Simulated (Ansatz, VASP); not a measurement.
**One calculation of GaN, two programs**

```
Ga N
1.0
     0.00000    2.15069    2.06941
     2.15069    0.00000    2.06941
     2.15069    2.15069    0.00000
Ga N
1 1
Direct
  0.00000 0.00000 0.00000
  0.50000 0.50000 0.50000
```

Change from the starting cell: epitaxial_xy strain +2.0%.

Alike in both runs: task single point; functional r2SCAN; k mesh 10 × 10 × 10; occupations fermi-dirac, width 0.02 eV; non-collinear spin, spin-orbit coupling.

|  | VASP | Ansatz |
| --- | --- | --- |
| version | VASP 6.6.1 | Ansatz 0.2.0 |
| potentials or method | VASP PAW PBE potentials, release 64 (Ga_d, N) | plane waves, PAW |
| plane-wave cutoff (eV) | 520 | 500 |
| valence electrons in the cell | 18 | 18 |

|  | VASP | Ansatz | Ansatz less VASP |
| --- | --- | --- | --- |
| pressure (GPa) | -3.1 | -4.3 | -1.18 |
| traceless stress, the component that is largest in VASP (GPa) | 4.62 | 4.28 | -0.339 |

VASP's potentials were made for PBE, not for r2SCAN. With one functional, cell and mesh, what is left measures potentials, basis and numerics.
